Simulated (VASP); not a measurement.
# KCdCO3F (P1) in VASP: notebook, part 2 of 3

VASP 6.6.1. Earlier steps stand in the parts before.

**3. Single point, PBE**

INCAR

```
PREC = Accurate ; ENCUT = 520
EDIFF = 1E-7 ; ISMEAR = -1
SIGMA = 0.002 ; LREAL = False
LASPH = True ; NELM = 100
ALGO = Normal ; ISIF = 2
LWAVE = False ; LCHARG = True
GGA = PE ; LELF = True
LVHAR = True ; NBANDS = 63
```

KPOINTS

```
Automatic mesh
0
Gamma
  2 2 1
```

POSCAR

```
KCdCO3F
1.0
    5.2375980000      0.0000000000      0.0000000000
   -2.6187990000      4.5358930000      0.0000000000
    0.0000000000      0.0000000000      9.0229200000
K Cd C O F
2 2 2 6 2
Direct
    0.6411565970      0.3400873874      0.5140575335
    0.6935951921      0.3750088461      0.0040230879
   -0.0426376863     -0.0554907270      0.2302580539
   -0.0080611727     -0.0188716974      0.7331994521
    0.2561002360      0.6193488250      0.2269553537
    0.3050180908      0.6096925126      0.7204208837
    0.2903478036      0.8545616045      0.1767609599
    0.4882093040      0.5983827220      0.2015644603
    0.0390831763      0.3920506943      0.2792887447
    0.0123317896      0.5282532017      0.7349948797
    0.3757219335      0.4226290170      0.7540131133
    0.5161825232      0.8807306522      0.6831602186
    0.0832279941     -0.0419983452      0.4910272949
   -0.0696803222      0.1052934891      0.0076915234
```

Potentials or basis: VASP PAW PBE potentials, release 64 (K_sv, Cd, C, O, F).

Command:

```sh
> cat potpaw_PBE.64/K_sv/POTCAR potpaw_PBE.64/Cd/POTCAR potpaw_PBE.64/C/POTCAR potpaw_PBE.64/O/POTCAR potpaw_PBE.64/F/POTCAR > POTCAR
> mpirun -np 1 vasp_std > vasp.out
```

OUTCAR:

```text
PREC = Accurate
   ENCUT = 520
   EDIFF = 1E-7
   ISMEAR = -1
   LREAL = False
   LASPH = True
   NELM = 100
   ISIF = 2
   GGA = PE

 ion  position               nearest neighbor table
   1  0.641  0.340  0.514-  13 2.60  10 2.61  12 2.64  11 2.72   9 2.89   4 3.52   4 3.55   3 3.75
                             4 3.78
   2  0.694  0.375  0.004-  14 2.30   8 2.64  10 2.83  11 2.89   3 3.29   4 3.68   3 3.78
   3  0.957  0.945  0.230-   7 2.08   9 2.21  14 2.21   8 2.22  13 2.43   5 2.83   2 3.29   1 3.75
                             2 3.78
   4  0.992  0.981  0.733-  11 2.19  13 2.25  12 2.32  10 2.43  14 2.62  10 2.81   6 2.85   1 3.52
                             1 3.55   2 3.68   1 3.78
   5  0.256  0.619  0.227-   7 1.24   9 1.26   8 1.29   3 2.83
   6  0.305  0.610  0.720-  11 1.25  12 1.33  10 1.38   4 2.85
   7  0.290  0.855  0.177-   5 1.24   3 2.08
   8  0.488  0.598  0.202-   5 1.29   3 2.22   2 2.64
   9  0.039  0.392  0.279-   5 1.26   3 2.21   1 2.89
  10  0.012  0.528  0.735-   6 1.38   4 2.43   1 2.61   4 2.81   2 2.83
  11  0.376  0.423  0.754-   6 1.25   4 2.19   1 2.72   2 2.89
  12  0.516  0.881  0.683-   6 1.33   4 2.32   1 2.64
  13  0.083  0.958  0.491-   4 2.25   3 2.43   1 2.60
  14  0.930  0.105  0.008-   3 2.21   2 2.30   4 2.62

  LATTYP: Found a hexagonal cell.
 ALAT       =     5.2375980000
 C/A-ratio  =     1.7227209878

  Lattice vectors:

 A1 = (   5.2375980000,   0.0000000000,   0.0000000000)
 A2 = (  -2.6187990000,   4.5358930000,   0.0000000000)
 A3 = (   0.0000000000,   0.0000000000,   9.0229200000)

Analysis of symmetry for initial positions (statically):
=====================================================================
 Subroutine PRICEL returns:
 Original cell was already a primitive cell.

 Routine SETGRP: Setting up the symmetry group for a
 hexagonal supercell.

 Subroutine GETGRP returns: Found  1 space group operations
 (whereof  1 operations were pure point group operations)
[... 152 lines left out ...]
  volume of cell :      214.36
 maximum number of plane-waves:      5806
 NGX is ok and might be reduce to    40
   NGX = 19   NGY = 19   NGZ = 33

 number of electron     100.0000006 magnetization

 Free energy of the ion-electron system (eV)
  ---------------------------------------------------
  ext. energy  EPLUGINS =         0.00000000
  ---------------------------------------------------
  free energy    TOTEN  =       -77.91659516 eV

  energy without entropy =      -77.91659516  energy(sigma->0) =      -77.91659516

 E-fermi :   0.0478     XC(G=0):  -8.9296

 val. band max:       -0.0513910698   @ k =   0.5000   0.0000   0.0000
 cond. band min:       2.0726327633   @ k =   0.0000   0.0000   0.0000
 fundamental gap:      2.1240238331
 Fermi energy:         0.0477713327

 k-point     1 :       0.0000    0.0000    0.0000
  band No.  band energies     occupation
      1     -28.1778      2.00000
      2     -28.0876      2.00000
      3     -22.6818      2.00000
      4     -22.5105      2.00000
      5     -21.3149      2.00000
      6     -21.0956      2.00000
[... 249 lines left out ...]
     61       8.3194      0.00000
     62       8.8549      0.00000
 [bands above 62 left out]

------------------------ aborting loop because EDIFF is reached ----------------------------------------

  FORCE on cell =-STRESS in cart. coord.  units (eV):
  Direction    XX          YY          ZZ          XY          YZ          ZX
  --------------------------------------------------------------------------------------
  -------------------------------------------------------------------------------------
  Total        9.0989336      6.6742905      1.6154026     -7.1969316     -2.1646816      1.1509041
  in kB       68.0078440     49.8854184     12.0739476    -53.7917765    -16.1794050      8.6021624
  external PRESSURE =      43.3224034 kB  Pullay stress =       0.0000000 kB

 VOLUME and BASIS-vectors are now :
 -----------------------------------------------------------------------------
  energy-cutoff  :      520.00
  volume of cell :      214.36
      direct lattice vectors                 reciprocal lattice vectors
     5.237598000  0.000000000  0.000000000     0.190927215  0.110231877  0.000000000
    -2.618799000  4.535893000  0.000000000     0.000000000  0.220463754  0.000000000
     0.000000000  0.000000000  9.022920000     0.000000000  0.000000000  0.110828867

 POSITION                                       TOTAL-FORCE (eV/Angst)
 -----------------------------------------------------------------------------------
      2.46750      1.54260      4.63830         0.081020      0.040120     -0.668212
      2.65070      1.70100      0.03630        -0.761209      0.068303     -0.160650
      2.54080      4.28419      2.07760        -1.210297      0.416158      0.674380
      2.62600      4.45029      6.61560        -0.385525     -0.735427      0.252093
     -0.28060      2.80930      2.04780         4.128335     -1.827166     -0.794389
      0.00090      2.76550      6.50030        -2.830843      2.463999      0.232090
     -0.71720      3.87620      1.59490        -2.853442      2.846213     -0.599005
      0.99000      2.71420      1.81870         2.895690     -0.920537      0.772577
     -0.82200      1.77830      2.52000        -2.861037     -0.120864      1.186643
     -1.31880      2.39610      6.63180         2.105339      1.941697     -0.372954
      0.86110      1.91700      6.80340         2.019372     -1.678906      0.298440
      0.39710      3.99490      6.16410        -0.918244     -1.600715      0.609518
     -2.07290      4.34539      4.43050        -0.440957     -0.108964     -0.237208
      4.59690      0.47760      0.06940         1.031800     -0.783910     -1.193324
 -----------------------------------------------------------------------------------
    total drift:                                0.000234      0.001480      0.000540

  FREE ENERGIE OF THE ION-ELECTRON SYSTEM (eV)
  ---------------------------------------------------
  free  energy   TOTEN  =       -77.9165951643 eV

  energy  without entropy=      -77.9165951643  energy(sigma->0) =      -77.91659516
```

OSZICAR:

```text
N       E                     dE             d eps       ncg     rms          rms(c)
DAV:   1     0.854921515611E+03    0.85492E+03   -0.53386E+04   504   0.154E+03
DAV:   2    -0.189481079759E+02   -0.87387E+03   -0.84231E+03   604   0.416E+02
DAV:   3    -0.861544414202E+02   -0.67206E+02   -0.66773E+02   632   0.118E+02
[... 12 lines left out ...]
DAV:  16    -0.779165959228E+02    0.21502E-06   -0.68614E-06   616   0.192E-02    0.381E-03
DAV:  17    -0.779165955768E+02    0.34597E-06   -0.28769E-06   616   0.971E-03    0.313E-03
DAV:  18    -0.779165953009E+02    0.27596E-06   -0.32258E-07   520   0.452E-03    0.145E-03
DAV:  19    -0.779165951402E+02    0.16060E-06   -0.25631E-07   488   0.391E-03    0.451E-04
DAV:  20    -0.779165951643E+02   -0.24012E-07   -0.88547E-08   368   0.163E-03
   1 F= -.77916595E+02 E0= -.77916595E+02  d E =0.000000E+00
```

stdout:

```text
POSCAR found type information on POSCAR K CdC O F
 POSCAR found :  5 types and      14 ions
 scaLAPACK will be used
 LDA part: xc-table for (Slater+PW92), standard interpolation
 POSCAR, INCAR and KPOINTS ok, starting setup
 FFT: planning ... GRIDC
 FFT: planning ... GRID_SOFT
 FFT: planning ... GRID
 WAVECAR not read
 entering main loop
```

Run time: 69 s. Hardware: 1 thread of Intel Xeon Platinum 8488C (Sapphire Rapids), shared host; peak memory 0.36 GiB.

What came out:

```yaml
Free_energy: -77.9166 eV
Pressure: 4.3 GPa
Largest_force: 4.584 eV/Å
Band_gap_on_the_k_mesh: 2.12 eV, indirect (least direct gap 2.40 eV)
```

Forces in eV/Å, atoms in the order of the input:
```
K    0.081  0.040 -0.668
K   -0.761  0.068 -0.161
Cd  -1.210  0.416  0.674
Cd  -0.386 -0.735  0.252
C    4.128 -1.827 -0.794
C   -2.831  2.464  0.232
O   -2.853  2.846 -0.599
O    2.896 -0.921  0.773
O   -2.861 -0.121  1.187
O    2.105  1.942 -0.373
O    2.019 -1.679  0.298
O   -0.918 -1.601  0.610
F   -0.441 -0.109 -0.237
F    1.032 -0.784 -1.193
```

Stress tensor (GPa, compression positive):
```
 6.80 -5.38  0.86
-5.38  4.99 -1.62
 0.86 -1.62  1.21
```

Caveat: the k points lie up to 0.70 Å⁻¹ apart; forces of over 1 eV/Å act on the atoms, so gaps and moduli don't describe the material at rest. A k mesh can miss the band edges.

**4. Single point, PBE**

INCAR

```
SYSTEM = KCdCO3F
  PREC = Accurate
  ENCUT = 520
  EDIFF = 1E-7
  ISMEAR = -1
  SIGMA = 0.002
  LREAL = .FALSE.
  LASPH = .TRUE.
  NELM = 100
  ALGO = Normal
  ISIF = 2
  LWAVE = .FALSE.
  LCHARG = .FALSE.
  GGA = PE
  NBANDS = 63
```

KPOINTS

```
Automatic mesh
0
G
  2 2 1
  0 0 0
```

POSCAR

```
KCdCO3F
1.0
    5.2375980000      0.0000000000      0.0000000000
   -2.6187990000      4.5358930000      0.0000000000
    0.0000000000      0.0000000000      9.0229200000
K Cd C O F
2 2 2 6 2
Direct
    0.6762407414      0.3693208812      0.5100455285
    0.5579727599      0.3327238980     -0.0175220439
   -0.0899940580     -0.1046100514      0.2563250034
   -0.0244783421     -0.0258163056      0.7147353628
    0.2429059270      0.5504979946      0.2112619861
    0.3184899561      0.6645879874      0.7605852651
    0.3579649343      0.8234982615      0.1963222549
    0.4374154395      0.4597551133      0.2323970511
   -0.0355649570      0.3801456516      0.2095441387
    0.0498687694      0.6134844892      0.7565400114
    0.3793039507      0.4621361218      0.7490812287
    0.5474181816      0.9461422481      0.7419549325
    0.0738002266      0.1396196956      0.4626551050
   -0.1161927443     -0.0723121114     -0.0435557447
```

Command:

```sh
> cat potpaw_PBE.64/K_sv/POTCAR potpaw_PBE.64/Cd/POTCAR potpaw_PBE.64/C/POTCAR potpaw_PBE.64/O/POTCAR potpaw_PBE.64/F/POTCAR > POTCAR
> mpirun -np 1 vasp_std > vasp.out
```

It took 60 s on 1 thread of Intel Xeon Platinum 8488C (Sapphire Rapids), shared host; peak memory 0.35 GiB.

It converged, with:

| Item | Value |
| --- | --- |
| Free energy | -77.7069 eV |
| Pressure | 1.5 GPa |
| Largest force | 3.967 eV/Å |
| Band gap on the k mesh | 1.56 eV, indirect (least direct gap 1.65 eV) |

Forces in eV/Å, atoms in the order of the input:
```
K   -0.035 -0.578 -0.180
K    0.809 -0.527  0.013
Cd  -0.222  0.259 -2.030
Cd  -0.235  1.038  0.837
C    1.645 -0.188  0.567
C    0.139  3.066 -2.513
O   -1.553  2.940  0.078
O   -0.159 -0.411  0.474
O   -0.141 -1.360  0.250
O    0.359 -0.366  0.246
O    0.815 -1.849  0.090
O   -1.808 -1.401 -0.001
F   -0.069 -0.733  1.081
F    0.457  0.110  1.087
```

Stress tensor (GPa, compression positive):
```
-0.27 -3.45  0.47
-3.45  3.71  0.04
 0.47  0.04  1.07
```

Levels at points of the mesh, in eV from the valence-band top:
| k point | band 48 | band 49 | band 50 | band 51 | band 52 | band 53 |
| --- | --- | --- | --- | --- | --- | --- |
| (0.00, 0.00, 0.00) | -0.98 | -0.84 | -0.10 | 1.56 | 3.29 | 4.95 |
| (0.50, 0.00, 0.00) | -1.02 | -0.50 | 0.00 | 3.06 | 4.25 | 4.77 |
| (0.00, 0.50, 0.00) | -0.93 | -0.56 | -0.21 | 2.98 | 3.94 | 4.99 |
| (0.50, 0.50, 0.00) | -1.03 | -0.61 | -0.04 | 3.03 | 4.33 | 4.69 |

Caveat: the k points lie up to 0.70 Å⁻¹ apart; forces of over 1 eV/Å act on the atoms, so gaps and moduli don't describe the material at rest. A k mesh can miss the band edges.

(Continued in part 3 of 3.)
